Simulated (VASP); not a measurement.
Input of a VASP 6.6.1 run:

File INCAR:

```
SYSTEM = ZnCu
  PREC = Accurate
  ENCUT = 600
  EDIFF = 1E-6
  ISMEAR = -1
  SIGMA = 0.05
  LREAL = .False.
  LASPH = .True.
  NELM = 80
  ALGO = Fast
  ISIF = 3
  LWAVE = .False.
  LCHARG = .False.
  GGA = PS
  IVDW = 12
  IBRION = 2
  NSW = 60
  EDIFFG = -0.01
```

KPOINTS

```
regular mesh
0
Gamma
  9 9 9
  0 0 0
```

The input POSCAR:

```
ZnCu
1.0
    2.9450000000      0.0000000000      0.0000000000
    0.0000000000      2.9450000000      0.0000000000
    0.0000000000      0.0000000000      2.9450000000
Zn Cu
1 1
Direct
    0.5000000000      0.5000000000      0.5000000000
    0.0000000000      0.0000000000      0.0000000000
```

Potentials or basis: VASP PAW PBE potentials, release 64 (Zn, Cu).

Command:

```console
$ cat potpaw_PBE.64/Zn/POTCAR potpaw_PBE.64/Cu/POTCAR > POTCAR
$ mpirun -np 1 vasp_std > vasp.out
```

(1) Estimate the dispersion energy per atom.

(2) Estimate the relaxed volume.

(3) What does it give for the relaxed cell?

Results:

(1) -0.491 eV.

(2) 11.84 Å³/atom.

(3) a = 2.872 Å, b = 2.872 Å, c = 2.872 Å, α = 90.00°, β = 90.00°, γ = 90.00°.

Caveat: the PAW data sets were made with another functional, which shifts forces and pressure a little; pairwise dispersion overbinds metals, which lowers pressure and volume.
